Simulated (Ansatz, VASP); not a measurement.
## AgCl: VASP beside Ansatz

File POSCAR:

```
AgCl
1.0
    0.0000000000      3.1096834491      3.1096834491
    3.1096834491      0.0000000000      3.1096834491
    3.1096834491      3.1096834491      0.0000000000
Ag Cl
1 1
Direct
    0.0000000000      0.0000000000      0.0000000000
    0.2500000000      0.2500000000      0.2500000000
```

File INCAR.step1:

```
SYSTEM = AgCl
  PREC = Accurate
  ENCUT = 520
  ISMEAR = 0
  SIGMA = 0.01
  LREAL = .False.
  LASPH = .True.
  NELM = 100
  NBANDS = 16
  GGA = PE
  ALGO = Normal
  EDIFF = 1E-4
  LWAVE = .True.
  LCHARG = .False.
```

INCAR.step2

```
SYSTEM = AgCl
  PREC = Accurate
  ENCUT = 520
  EDIFF = 1E-6
  ISMEAR = 0
  SIGMA = 0.01
  LREAL = .False.
  LASPH = .True.
  NELM = 100
  ALGO = Normal
  ISIF = 2
  LWAVE = .False.
  LCHARG = .True.
  METAGGA = R2SCAN
  LMIXTAU = .True.
  LELF = .True.
  LVHAR = .True.
  NBANDS = 16
  ISTART = 1
```

Contents of KPOINTS:

```
regular mesh
0
Gamma
  8 8 8
  0 0 0
```

Input for Ansatz:

```yaml
crystal:
  lattice:
    - [0.0, 3.1096834491, 3.1096834491]
    - [3.1096834491, 0.0, 3.1096834491]
    - [3.1096834491, 3.1096834491, 0.0]
  atoms:
    - { symbol: Ag, position: [0.0, 0.0, 0.0] }
    - { symbol: Cl, position: [0.25, 0.25, 0.25] }
kpoints:
  mp_grid: { grid: [8, 8, 8] }
  band_path:
    path:
      - [0.0, 0.0, 0.0]
      - [-0.5, -0.5, 0.0]
      - [-0.375, -0.375, 0.25]
      - [-0.375, 0.0, 0.375]
      - [0.0, 0.0, 0.5]
      - [-0.5, -0.25, 0.25]
    npoints: 1
hamiltonian:
  xc: r2scan
scf:
  occupations: { method: fixed }
  n_extra_bands: 4
output:
  forces: true
  stress: true
  eigenvalues: true
```

Change from the starting cell: hydrostatic strain +3.9%.

Alike in both runs: task single point; functional r2SCAN; k mesh 8 × 8 × 8; no spin polarisation.

```csv
,VASP,Ansatz
version,VASP 6.6.1,Ansatz 0.2.0
potentials or method,"VASP PAW PBE potentials, release 64 (Ag, Cl)","plane waves, PAW"
plane-wave cutoff (eV),520,500
occupations,"gaussian, width 0.01 eV",fixed
valence electrons in the cell,18,26
```

|  | VASP | Ansatz | Ansatz less VASP |
| --- | --- | --- | --- |
| gap on the k mesh at the Fermi level (eV) | 1.74 | 1.79 | +0.047 |
| pressure (GPa) | -3.1 | -3.0 | +0.09 |

VASP's potentials were made for PBE, not for r2SCAN. VASP's potentials hold 18 valence electrons a cell and Ansatz's 26, so a difference there can come from the potentials and not from the codes.
